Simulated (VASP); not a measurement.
# Y3Sc (Pm-3m) in VASP: relaxation of cell and atoms with PBE

Aim: the relaxation of cell and atoms of Y3Sc with PBE.

All numbers are computed with VASP 6.6.1; they aren't measurements. Logs are shortened: lines on timing, memory, paths and dates and some standing lists are left out, and cuts for length are marked.

### Step 1. The cell of the first run

Symmetry: Pm-3m, No. 221, cubic system. Conventional cell: a = 4.957 Å, b = 4.957 Å, c = 4.957 Å, α = 90.00°, β = 90.00°, γ = 90.00°. Within 4.6 Å of Y (site symmetry 4/mmm) lie 8 Y at 3.50 Å and 4 Sc at 3.50 Å. Sc (site symmetry m-3m) has 12 Y at 3.50 Å within 4.6 Å.

### Step 2. Relaxation of cell and atoms, PBE

The input, INCAR:

```
SYSTEM = Y3Sc
PREC = Accurate
ENCUT = 600
EDIFF = 1E-6
ISMEAR = 0
SIGMA = 0.1
LREAL = .FALSE.
LASPH = .TRUE.
NELM = 100
ALGO = Fast
ISIF = 3
LWAVE = .FALSE.
LCHARG = .FALSE.
GGA = PE
IBRION = 2
NSW = 100
EDIFFG = -0.01
```

The input, KPOINTS:

```
Automatic mesh
0
G
  10 10 10
  0 0 0
```

The input, POSCAR:

```
Y3Sc
1.0
    4.9567497183      0.0000000000      0.0000000000
    0.0000000000      4.9567497183      0.0000000000
    0.0000000000      0.0000000000      4.9567497183
Y Sc
3 1
Direct
    0.0000000000      0.5000000000      0.5000000000
    0.5000000000      0.0000000000      0.5000000000
    0.5000000000      0.5000000000      0.0000000000
    0.0000000000      0.0000000000      0.0000000000
```

Potentials or basis: VASP PAW PBE potentials, release 64 (Y_sv, Sc_sv).

Run with:

```console
cat potpaw_PBE.64/Y_sv/POTCAR potpaw_PBE.64/Sc_sv/POTCAR > POTCAR
mpirun -np 1 vasp_std > vasp.out
```

OUTCAR:

```text
SYSTEM = Y3Sc
   PREC = Accurate
   ENCUT = 600
   EDIFF = 1E-6
   ISMEAR = 0
   LREAL = .FALSE.
   LASPH = .TRUE.
   NELM = 100
   ISIF = 3
   GGA = PE
   IBRION = 2
   NSW = 100
   EDIFFG = -0.01

 ion  position               nearest neighbor table
   1  0.000  0.500  0.500-   2 3.50   3 3.50   4 3.50   3 3.50   4 3.50   2 3.50   4 3.50   4 3.50
                             2 3.50   3 3.50   3 3.50   2 3.50
   2  0.500  0.000  0.500-   1 3.50   3 3.50   4 3.50   3 3.50   4 3.50   1 3.50   3 3.50   3 3.50
                             1 3.50   4 3.50   4 3.50   1 3.50
   3  0.500  0.500  0.000-   1 3.50   2 3.50   4 3.50   1 3.50   2 3.50   2 3.50   4 3.50   2 3.50
                             1 3.50   4 3.50   1 3.50   4 3.50
   4  0.000  0.000  0.000-   1 3.50   2 3.50   3 3.50   1 3.50   2 3.50   1 3.50   3 3.50   1 3.50
                             2 3.50   3 3.50   2 3.50   3 3.50

  LATTYP: Found a simple cubic cell.
 ALAT       =     4.9567497183

  Lattice vectors:

 A1 = (   4.9567497183,   0.0000000000,   0.0000000000)
 A2 = (   0.0000000000,   4.9567497183,   0.0000000000)
 A3 = (   0.0000000000,   0.0000000000,   4.9567497183)

Analysis of symmetry for initial positions (statically):
=====================================================================
 Subroutine PRICEL returns:
 Original cell was already a primitive cell.

 Routine SETGRP: Setting up the symmetry group for a
 simple cubic supercell.

 Subroutine GETGRP returns: Found 48 space group operations
 (whereof 48 operations were pure point group operations)
 out of a pool of 48 trial point group operations.

The static configuration has the point symmetry O_h .

Analysis of symmetry for dynamics (positions and initial velocities):
=====================================================================
 Subroutine PRICEL returns:
 Original cell was already a primitive cell.

 Routine SETGRP: Setting up the symmetry group for a
 simple cubic supercell.

 Subroutine GETGRP returns: Found 48 space group operations
 (whereof 48 operations were pure point group operations)
 out of a pool of 48 trial point group operations.

The dynamic configuration has the point symmetry O_h .

 Subroutine INISYM returns: Found 48 space group operations
 (whereof 48 operations are pure point group operations),
 and found     1 'primitive' translations

----------------------------------------------------------------------------------------

                                     Primitive cell

  volume of cell :     121.7842

  direct lattice vectors                    reciprocal lattice vectors
     4.956749718  0.000000000  0.000000000     0.201745107  0.000000000  0.000000000
     0.000000000  4.956749718  0.000000000     0.000000000  0.201745107  0.000000000
     0.000000000  0.000000000  4.956749718     0.000000000  0.000000000  0.201745107

  length of vectors
     4.956749718  4.956749718  4.956749718     0.201745107  0.201745107  0.201745107

  position of ions in fractional coordinates (direct lattice)
     0.000000000  0.500000000  0.500000000
     0.500000000  0.000000000  0.500000000
     0.500000000  0.500000000  0.000000000
     0.000000000  0.000000000  0.000000000

  ion indices of the primitive-cell ions
   primitive index   ion index
                 1           1
                 2           2
                 3           3
                 4           4

----------------------------------------------------------------------------------------

 KPOINTS: Automatic mesh

Automatic generation of k-mesh.
 Grid dimensions read from file:
 generate k-points for:   10   10   10

 Generating k-lattice:

  Cartesian coordinates                     Fractional coordinates (reciprocal lattice)
     0.020174511  0.000000000  0.000000000     0.100000000  0.000000000  0.000000000
     0.000000000  0.020174511  0.000000000     0.000000000  0.100000000  0.000000000
     0.000000000  0.000000000  0.020174511     0.000000000  0.000000000  0.100000000

  Length of vectors
     0.020174511  0.020174511  0.020174511

  Shift w.r.t. Gamma in fractional coordinates (k-lattice)
     0.000000000  0.000000000  0.000000000

 Subroutine IBZKPT returns following result:
 ===========================================

 Found     56 irreducible k-points:

 Following reciprocal coordinates:
            Coordinates               Weight
  0.000000  0.000000  0.000000      1.000000
  0.100000  0.000000  0.000000      6.000000
  0.200000  0.000000  0.000000      6.000000
  0.300000  0.000000  0.000000      6.000000
  0.400000  0.000000  0.000000      6.000000
  0.500000  0.000000  0.000000      3.000000
[... 16 lines left out ...]
  0.200000  0.100000  0.100000     24.000000
  0.300000  0.100000  0.100000     24.000000
 [... further k-points ...]
   k-points           NKPTS =     56   k-points in BZ     NKDIM =     56   number of bands    NBANDS=     26
   number of dos      NEDOS =    301   number of ions     NIONS =      4
   total plane-waves  NPLWV =  64000
   dimension x,y,z NGX =    40 NGY =   40 NGZ =   40
   dimension x,y,z NGXF=    80 NGYF=   80 NGZF=   80
   ions per type =               3   1
   NGX,Y,Z   is equivalent  to a cutoff of  13.42, 13.42, 13.42 a.u.
   NGXF,Y,Z  is equivalent  to a cutoff of  26.83, 26.83, 26.83 a.u.
 SYSTEM =  Y3Sc
   PREC   = accura    normal or accurate (medium, high low for compatibility)
   ISTART =      0    job   : 0-new  1-cont  2-samecut
   ICHARG =      2    charge: 1-file 2-atom 10-const
   ISPIN  =      1    spin polarized calculation?
   LNONCOLLINEAR =      F non collinear calculations
   LSORBIT =      F    spin-orbit coupling
   LASPH  =      T    aspherical Exc in radial PAW
   ENCUT  =  600.0 eV  44.10 Ry    6.64 a.u.   9.90  9.90  9.90*2*pi/ulx,y,z
   NELM   =    100;   NELMIN=  2; NELMDL= -5     # of ELM steps
   EDIFF  = 0.1E-05   stopping-criterion for ELM
   LREAL  =      F    real-space projection
   EDIFFG = -.1E-01   stopping-criterion for IOM
   NSW    =    100    number of steps for IOM
   IBRION =      2    ionic relax: 0-MD 1-quasi-New 2-CG
   NFREE  =      1    steps in history (QN), initial steepest desc. (CG)
   ISIF   =      3    stress and relaxation
   ISYM   =      2    0-nonsym 1-usesym 2-fastsym
   POTIM  = 0.5000    time-step for ionic-motion
   TEBEG  =    0.0;   TEEND  =   0.0 temperature during run
   PSTRESS=    0.0 pullay stress
   NELECT =      44.0000    total number of electrons
   NUPDOWN=      -1.0000    fix difference up-down
   EMIN   =  10.00;   EMAX   =-10.00  energy-range for DOS
   EFERMI =   0.00;   METHOD = LEGACY
   ISMEAR =     0;   SIGMA  =   0.10  broadening in eV -4-tet -1-fermi 0-gaus
   EFERMI_NEDOS =   21; number of points for ismear=-14 and -15
   IALGO  =     68    algorithm
   IMIX   =      4    mixing-type and parameters
     AMIX     =   0.40;   BMIX     =  1.00
     AMIX_MAG =   1.60;   BMIX_MAG =  1.00
  volume/ion in A,a.u.               =      30.45       205.46
  Fermi-wavevector in a.u.,A,eV,Ry     =   1.165992  2.203405 18.497614  1.359536
  Thomas-Fermi vector in A             =   2.302510
   LORBIT       =      0    0 simple, 1 ext, 2 COOP (PROOUT), +10 PAW based schemes
   GGA     = PE    functional components
   LHFCALC =     F    Hartree Fock is set to
   AEXX    =    0.0000 exact exchange contribution
   IVDW    =     0    specifies the selected vdW correction
   LEPSILON=     F    determine dielectric tensor
   LRPA    =     F    only Hartree local field effects (RPA)
 conjugate gradient relaxation of ions
 non-spin polarized calculation
 RMM-DIIS sequential band-by-band and
 Gauss-broadening in eV      SIGMA  =   0.10
  energy-cutoff  :      600.00
  volume of cell :      121.78
 maximum number of plane-waves:      4095
 NGX is ok and might be reduce to    40
   NGX = 19   NGY = 19   NGZ = 19

--------------------------------------- Ionic step        1  -------------------------------------------

 number of electron      43.9999998 magnetization

 Free energy of the ion-electron system (eV)
  ---------------------------------------------------
  ext. energy  EPLUGINS =         0.00000000
  ---------------------------------------------------
  free energy    TOTEN  =       -25.36460012 eV

  energy without entropy =      -25.32945026  energy(sigma->0) =      -25.34702519

------------------------ aborting loop because EDIFF is reached ----------------------------------------

  FORCE on cell =-STRESS in cart. coord.  units (eV):
  Direction    XX          YY          ZZ          XY          YZ          ZX
  --------------------------------------------------------------------------------------
  -------------------------------------------------------------------------------------
  Total       -0.1282603     -0.1282603     -0.1282603     -0.0000000     -0.0000000      0.0000000
  in kB       -1.6873760     -1.6873760     -1.6873760     -0.0000000     -0.0000000      0.0000000
  external PRESSURE =      -1.6873760 kB  Pullay stress =       0.0000000 kB
[... 61 lines left out ...]
  energy  without entropy=      -25.3300579951  energy(sigma->0) =      -25.34746199

--------------------------------------- Ionic step        3  -------------------------------------------

 number of electron      43.9999997 magnetization

 Free energy of the ion-electron system (eV)
  ---------------------------------------------------
  ext. energy  EPLUGINS =         0.00000000
  ---------------------------------------------------
  free energy    TOTEN  =       -25.36485898 eV

  energy without entropy =      -25.32996126  energy(sigma->0) =      -25.34741012

 E-fermi :   3.2440     XC(G=0):  -9.5743

 val. band max:        3.2366154879   @ k =   0.4000   0.3000   0.3000
 cond. band min:       3.2512215476   @ k =   0.4000   0.2000   0.2000
 fundamental gap:      0.0146060597
 Fermi energy:         3.2440381278

 k-point     1 :       0.0000    0.0000    0.0000
  band No.  band energies     occupation
      1     -46.5041      2.00000
      2     -39.2865      2.00000
      3     -39.1995      2.00000
      4     -39.1995      2.00000
      5     -25.1265      2.00000
      6     -25.1265      2.00000
[... 685 lines left out ...]
     25       4.2051      0.00000
     26       4.2138      0.00000

 [... further k-points ...]

------------------------ aborting loop because EDIFF is reached ----------------------------------------

  FORCE on cell =-STRESS in cart. coord.  units (eV):
  Direction    XX          YY          ZZ          XY          YZ          ZX
  --------------------------------------------------------------------------------------
  -------------------------------------------------------------------------------------
  Total       -0.0113230     -0.0113230     -0.0113230     -0.0000000      0.0000000      0.0000000
  in kB       -0.1494838     -0.1494838     -0.1494838     -0.0000000      0.0000000      0.0000000
  external PRESSURE =      -0.1494838 kB  Pullay stress =       0.0000000 kB
[... 19 lines left out ...]
  FREE ENERGIE OF THE ION-ELECTRON SYSTEM (eV)
  ---------------------------------------------------
  free  energy   TOTEN  =       -25.3648589811 eV

  energy  without entropy=      -25.3299612610  energy(sigma->0) =      -25.34741012

 reached required accuracy - stopping structural energy minimisation
```

Run time: 13 min. Hardware: 1 thread of Intel Xeon Platinum 8488C (Sapphire Rapids), shared host; peak memory 0.41 GiB.

What came out:

- Free energy: -25.3649 eV
- Relaxed volume: 30.34 Å³/atom
- Relaxed cell: a = 4.951 Å, b = 4.951 Å, c = 4.951 Å, α = 90.00°, β = 90.00°, γ = 90.00°
- Space group after relaxing (to 0.1 Å): Pm-3m (No. 221)
- Energy gained by relaxing: 0.1 meV/atom
- Ionic steps: 3
- Pressure after relaxing: 0.0 GPa
- Band gap on the k mesh: zero (bands 22 and 23 overlap by 1.29 eV)

The path:
```
step  energy change (eV)  largest force (eV/Å)  pressure (GPa)  volume (Å³)
   1              0.0000                0.0000           -0.17       121.78
   2             -0.0003                0.0000            0.17       121.22
   3             -0.0003                0.0000           -0.01       121.36
```

Final structure:
```yaml
crystal:
  lattice:
    - [4.95100, 0.00000, 0.00000]
    - [0.00000, 4.95100, 0.00000]
    - [0.00000, 0.00000, 4.95100]
  atoms:
    - { symbol: Y, position: [0.00000, 0.50000, 0.50000] }
    - { symbol: Y, position: [0.50000, 0.00000, 0.50000] }
    - { symbol: Y, position: [0.50000, 0.50000, 0.00000] }
    - { symbol: Sc, position: [0.00000, 0.00000, 0.00000] }
```

Levels at points of the mesh, in eV from the Fermi level:
```
           k point  band 18  band 19  band 20  band 21  band 22  band 23  band 24  band 25  band 26
(0.00, 0.00, 0.00)    -1.96    -1.56    -1.56    -0.81    -0.81    -0.81     1.66     1.67     1.67
(0.50, 0.00, 0.00)    -2.98    -0.90    -0.55     0.12     0.12     0.19     0.23     0.36     0.36
(0.50, 0.50, 0.00)    -1.71    -1.71    -1.38     0.07     0.41     0.41     0.43     0.64     0.66
(0.50, 0.50, 0.50)    -1.83    -1.83    -1.83     0.48     0.48     0.48     0.87     1.37     1.40
```
